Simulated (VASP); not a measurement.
## Be4Cd4Te5O3: relaxation of cell and atoms with PBE

Crystal: Be4Cd4Te5O3.

```
CELL_PARAMETERS angstrom
-0.07016 -0.09892 -7.48080
4.30852 6.98460 0.14906
4.28656 -6.97192 -0.06245
ATOMIC_POSITIONS crystal
Be 0.34040 0.82326 0.45507
Be 0.39821 0.19330 0.04219
Be 0.43966 0.89557 0.77331
Be 0.46424 0.94544 0.22319
O 0.48651 0.09538 0.86612
O 0.34178 0.76996 0.60077
O 0.32384 0.90044 0.32804
Cd 0.05284 0.05468 0.37545
Cd 0.80648 0.97477 0.82245
Cd 0.90598 0.47650 0.40087
Cd 0.35574 0.49957 0.64005
Te 0.55150 0.27305 0.32471
Te 0.80473 0.81809 0.43705
Te 0.59456 0.73170 0.93555
Te 0.01375 0.39704 0.68726
Te 0.06932 0.17340 0.08845
```

```
Program                : VASP 6.6.1
Task                   : relaxation of cell and atoms
Functional             : PBE
Potentials or basis    : VASP PAW PBE potentials, release 64 (Be, O, Cd, Te)
Cutoff                 : 600 eV
k mesh                 : 3 × 3 × 3
Occupations            : gaussian, width 0.1 eV
Spin                   : no spin polarisation
Dipole correction      : no
Further INCAR settings : LREAL = Auto; ALGO = Normal; EDIFF = 1e-06; ISYM = 0; IBRION = 2; EDIFFG = -0.04; NSW = 45; ISIF = 3
```

```json
{"Relaxed volume": "28.16 Å³/atom", "Relaxed cell": "a = 7.511 Å, b = 8.199 Å, c = 8.191 Å, α = 116.67°, β = 89.14°, γ = 92.01°", "Space group after relaxing (to 0.1 Å)": "P1 (No. 1)", "Energy gained by relaxing": "0.2 meV/atom", "Ionic steps": "4", "Pressure after relaxing": "-0.1 GPa", "Largest force after relaxing": "0.037 eV/Å", "Band gap on the k mesh": "1.53 eV"}
```

Forces on the atoms (eV/Å):
```
Be   0.013 -0.002 -0.009
Be   0.027 -0.003  0.009
Be   0.030  0.005 -0.020
Be  -0.004  0.010 -0.015
O   -0.025 -0.002  0.020
O   -0.012 -0.001 -0.007
O   -0.022  0.006  0.012
Cd   0.011 -0.005 -0.010
Cd  -0.002 -0.004 -0.001
Cd  -0.008 -0.029  0.004
Cd  -0.013 -0.016  0.012
Te  -0.022  0.012  0.023
Te   0.008  0.007  0.012
Te   0.006  0.003  0.011
Te   0.020  0.000 -0.030
Te  -0.007  0.018 -0.010
```

Stress tensor (GPa, compression positive):
```
-0.08  0.00  0.02
 0.00 -0.08  0.02
 0.02  0.02  0.01
```

The path:
```
step  energy change (eV)  largest force (eV/Å)  pressure (GPa)  volume (Å³)
   1              0.0000                0.0831            0.12       448.56
   2             -0.0020                0.0924           -0.02       449.87
   3             -0.0020                0.1045           -0.03       450.01
   4             -0.0032                0.0366           -0.05       450.52
```

Final structure:
```
CELL_PARAMETERS angstrom
-0.06838 -0.10277 -7.51019
4.30555 6.97587 0.15235
4.29858 -6.97237 -0.06740
ATOMIC_POSITIONS crystal
Be 0.34055 0.82372 0.45536
Be 0.39795 0.19346 0.04170
Be 0.43936 0.89542 0.77283
Be 0.46428 0.94569 0.22345
O 0.48625 0.09522 0.86613
O 0.34213 0.77015 0.60057
O 0.32434 0.89977 0.32772
Cd 0.05286 0.05484 0.37553
Cd 0.80653 0.97488 0.82253
Cd 0.90588 0.47639 0.40076
Cd 0.35584 0.49936 0.63982
Te 0.55140 0.27262 0.32503
Te 0.80417 0.81786 0.43663
Te 0.59448 0.73186 0.93585
Te 0.01383 0.39733 0.68831
Te 0.06971 0.17359 0.08832
```

Levels at points of the mesh, in eV from the valence-band top:
| k point | band 48 | band 49 | band 50 | band 51 | band 52 | band 53 | band 54 | band 55 | band 56 | band 57 |
| --- | --- | --- | --- | --- | --- | --- | --- | --- | --- | --- |
| (0.00, 0.00, 0.00) | -0.83 | -0.63 | -0.47 | -0.12 | 0.00 | 1.53 | 2.74 | 3.01 | 3.06 | 3.59 |

Run time: 59 min on 1 thread of Intel Xeon 8259CL, on a shared host, peak memory 0.87 GiB.

Caveat: spin-orbit coupling is left out, which moves the levels of the heavy elements.
